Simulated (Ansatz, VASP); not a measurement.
## RbAuBr3 in VASP and in Ansatz

```
Rb Au Br
1.0
     5.43699    0.00000    0.00000
     0.00000    5.43699    0.00000
     0.00000    0.00000    5.43699
Rb Au Br
1 1 3
Direct
  0.50000 0.50000 0.50000
  0.00000 0.00000 0.00000
  0.50000 0.00000 0.00000
  0.00000 0.00000 0.50000
  0.00000 0.50000 0.00000
```

Alike in both runs: task single point; functional LDA; k mesh 3 × 3 × 3; occupations gaussian, width 0.1 eV; no spin polarisation.

|  | VASP | Ansatz |
| --- | --- | --- |
| version | VASP 6.6.1 | Ansatz 0.2.0 |
| potentials or method | VASP PAW LDA potentials, release 64 (Rb_sv, Au, Br) | plane waves, PAW |
| plane-wave cutoff (eV) | 520 | 420 |
| valence electrons in the cell | 41 | 49 |

```csv
,VASP,Ansatz,Ansatz less VASP
pressure (GPa),-3.3,-3.3,-0.06
```

LDA's correlation is that of Perdew and Zunger in VASP and of Perdew and Wang (1992) in Ansatz. VASP's potentials hold 41 valence electrons a cell and Ansatz's 49, so a difference there can come from the potentials and not from the codes.

The k mesh is coarse, so the values compare programs but aren't converged. Spin-orbit coupling is off throughout.
